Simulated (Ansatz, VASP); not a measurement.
Two plane-wave programs on Zn2SiN

Contents of INCAR:

```
SYSTEM = Zn2SiN
ALGO = Normal
EDIFF = 1E-6
ENCUT = 600
GGA = PE
GGA_COMPAT = .FALSE.
ISIF = 2
ISMEAR = 0
LASPH = .TRUE.
LCHARG = .FALSE.
LREAL = .FALSE.
LWAVE = .FALSE.
NBANDS = 24
NELM = 120
PREC = Accurate
SIGMA = 0.1
```

File KPOINTS:

```
k-points
0
G
  6 6 4
  0 0 0
```

File POSCAR:

```
Zn2SiN
1.0
    3.3094977800      0.0000000000      0.0000000000
   -1.6547488900      2.8661091500      0.0000000000
    0.0000000000      0.0000000000      5.4084807100
Zn Si N
2 1 1
Direct
    0.3333333300      0.6666666700      0.2490769000
    0.6666666700      0.3333333300      0.7509231000
    0.0000000000      0.0000000000      0.5000000000
    0.0000000000      0.0000000000      0.0000000000
```

Input for Ansatz:

```yaml
crystal:
  lattice:
    - [3.30949778, 0.0, 0.0]
    - [-1.65474889, 2.86610915, 0.0]
    - [0.0, 0.0, 5.40848071]
  atoms:
    - { symbol: Zn, position: [0.33333333, 0.66666667, 0.2490769] }
    - { symbol: Zn, position: [0.66666667, 0.33333333, 0.7509231] }
    - { symbol: Si, position: [0.0, 0.0, 0.5] }
    - { symbol: "N", position: [0.0, 0.0, 0.0] }
basis:
  ecutwfc: 420
kpoints:
  mp_grid: { grid: [6, 6, 4] }
hamiltonian:
  xc: pbe
scf:
  occupations: { method: gaussian, width: 0.1 }
  lower_state_search: "off"
output:
  forces: true
  stress: true
  eigenvalues: true
```

Change from the starting cell: species swapped into the GdAgSe2 type (P-3m1, No. 164).

Alike in both runs: task single point; functional PBE; k mesh 6 × 6 × 4; occupations gaussian, width 0.1 eV; no spin polarisation.

|  | VASP | Ansatz |
| --- | --- | --- |
| version | VASP 6.6.1 | Ansatz 0.2.0 |
| potentials or method | VASP PAW PBE potentials, release 64 (Zn, Si, N), cutoff 600 eV | scalar-relativistic, plane waves, PAW |
| valence electrons in the cell | 33 | 33 |

```csv
,VASP,Ansatz,Ansatz less VASP
gap on the k mesh at the Fermi level (eV),none,none,-
pressure (GPa),10.4,10.1,-0.33
"traceless stress, the component that is largest in VASP (GPa)",-7.41,-7.31,+0.093
rms of the force components (eV/Å),1.473,1.469,-0.0044
```

Atom by atom the forces differ by 0.004 eV/Å (rms over components). A gap of «none» marks a metal or a gap that the smearing closes.

The k mesh is coarse, so the values compare programs but aren't converged.
